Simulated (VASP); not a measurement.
A run of VASP 6.6.1 is set up as follows.

The input INCAR:

```
ALGO = Normal
EDIFF = 1E-6
ENCUT = 520
GGA = PE
ISIF = 2
ISMEAR = 0
LASPH = T
LCHARG = F
LREAL = F
LWAVE = F
NBANDS = 46
NELM = 100
PREC = Accurate
SIGMA = 0.05
```

The input KPOINTS:

```
k-points
0
Gamma
  8 4 4
```

File POSCAR:

```
ZnS
1.0
   -3.8454929876      0.0000000000      0.0000000000
    0.0000000000      0.0000000000     -6.3053333116
    0.0000000000     -6.6605892347      0.0000000000
Zn S
4 4
Direct
    0.5000000000      0.9966725747      0.1666654940
    0.0000000000      0.9966725747      0.6666654940
    0.0000000000      0.4928878451      0.3333321606
    0.5000000000      0.4928878451      0.8333321606
    0.5000000000      0.6035672210      0.1666690583
    0.0000000000      0.6035672210      0.6666690583
    0.0000000000      0.1368723592      0.3333357249
    0.5000000000      0.1368723592      0.8333357249
```

Potentials or basis: VASP PAW PBE potentials, release 64 (Zn, S).

Launch:

```bash
$ cat potpaw_PBE.64/Zn/POTCAR potpaw_PBE.64/S/POTCAR > POTCAR
$ mpirun -np 1 vasp_std > vasp.out
```

Q: Estimate the largest force.

A: 1.477 eV/Å.

Q: Estimate the pressure.

A: 0.8 GPa.

Q: Estimate the band gap on the k mesh.

A: 2.02 eV.

Forces in eV/Å, atoms in the order of the input:
```
Zn   0.000 -0.001  0.159
Zn   0.000 -0.001  0.159
Zn   0.000  0.000 -0.497
Zn   0.000  0.000 -0.497
S    0.000  0.000 -1.138
S    0.000  0.000 -1.138
S    0.000  0.000  1.477
S    0.000  0.000  1.477
```

Caveat: the cell differs from its parent crystal (atoms displaced along a vibrational mode); forces of over 1 eV/Å act on the atoms, so gaps and moduli don't describe the material at rest.
